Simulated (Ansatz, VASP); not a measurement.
# Two plane-wave programs on Rb2Re

```
CELL_PARAMETERS angstrom
6.08470 0.00000 0.00000
-3.04235 5.26950 0.00000
0.00000 0.00000 2.89674
ATOMIC_POSITIONS crystal
Rb 0.33333 0.66667 0.50000
Rb 0.66667 0.33333 0.50000
Re 0.00000 0.00000 0.00000
```

Alike in both runs: functional PBE; k mesh 6 × 6 × 4; occupations gaussian, width 0.1 eV; no spin polarisation.

Ansatz relaxed the structure, and its values are those at the end. VASP's run is a single point on that final structure, the one shown.

```csv
,VASP,Ansatz
version,VASP 6.6.1,Ansatz 0.2.0
potentials or method,"VASP PAW PBE potentials, release 64 (Rb_sv, Re_sv_GW), cutoff 560 eV","scalar-relativistic, plane waves, PAW"
valence electrons in the cell,33,33
```

Ansatz gave:

```
gap on the k mesh at the Fermi level (eV) : none
pressure (GPa)                            : 0.2
```

**Question.** Which values does VASP return?

**Answer.** gap on the k mesh at the Fermi level (eV): none; pressure (GPa): 0.1.

A gap of «none» marks a metal or a gap that the smearing closes. With one functional, cell and mesh, what is left measures potentials, basis and numerics.

The k mesh is coarse, so the values compare programs but aren't converged. Spin-orbit coupling is off throughout.
